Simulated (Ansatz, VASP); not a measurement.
This is a calculation of Cu for Ansatz 0.2.0.

Contents of input.yaml:

```yaml
crystal:
  lattice:
    - [0.0, 1.8075, 1.8075]
    - [1.8075, 0.0, 1.8075]
    - [1.8075, 1.8075, 0.0]
  atoms:
    - { symbol: Cu, position: [0.0, 0.0, 0.0] }
kpoints:
  mp_grid: { grid: [6, 6, 6] }
scf:
  occupations: { method: fermi_dirac, width: 0.02 }
hamiltonian:
  xc: pbe
  pseudopotentials: { kind: all_electron, lapw: { basis_error: 0.003 } }
output:
  forces: true
  stress: true
  eigenvalues: true
```

Potentials or basis: all-electron LAPW, scalar-relativistic.

Launch:

```bash
$ ansatz run input.yaml --threads 1 --pin off --max-ram 2560MiB --backend cpu --events-out ev --progress --plain --runs-dir out
```

Set up the same calculation for VASP 6.6.1. Potentials there: VASP PAW PBE potentials, release 64 (Cu).

As run (the cutoff follows the program's own potentials):

File INCAR:

```
  ALGO = Normal
  EDIFF = 1E-6
  ENCUT = 600
  GGA = PE
  GGA_COMPAT = F
  ISIF = 2
  ISMEAR = -1
  LASPH = T
  LCHARG = T
  LELF = T
  LREAL = F
  LVHAR = T
  LWAVE = F
  NBANDS = 12
  NELM = 120
  PREC = Accurate
  SIGMA = 0.02
```

Contents of KPOINTS:

```
k-points
0
Gamma
  6 6 6
```

File POSCAR:

```
Cu
1.0
    0.0000000000      1.8075000000      1.8075000000
    1.8075000000      0.0000000000      1.8075000000
    1.8075000000      1.8075000000      0.0000000000
Cu
1
Direct
    0.0000000000      0.0000000000      0.0000000000
```

Potentials or basis: VASP PAW PBE potentials, release 64 (Cu).

The run is started by

```console
$ cat potpaw_PBE.64/Cu/POTCAR > POTCAR
$ mpirun -np 1 vasp_std > vasp.out
```

Both were run:

|  | VASP | Ansatz | Ansatz less VASP |
| --- | --- | --- | --- |
| gap on the k mesh at the Fermi level (eV) | none | none | - |
| pressure (GPa) | 3.5 | 2.9 | -0.59 |

A gap of «none» marks a metal or a gap that the smearing closes. Ansatz ran all-electron here, and VASP with PAW potentials.

The k mesh is coarse, so the values compare programs but aren't converged.
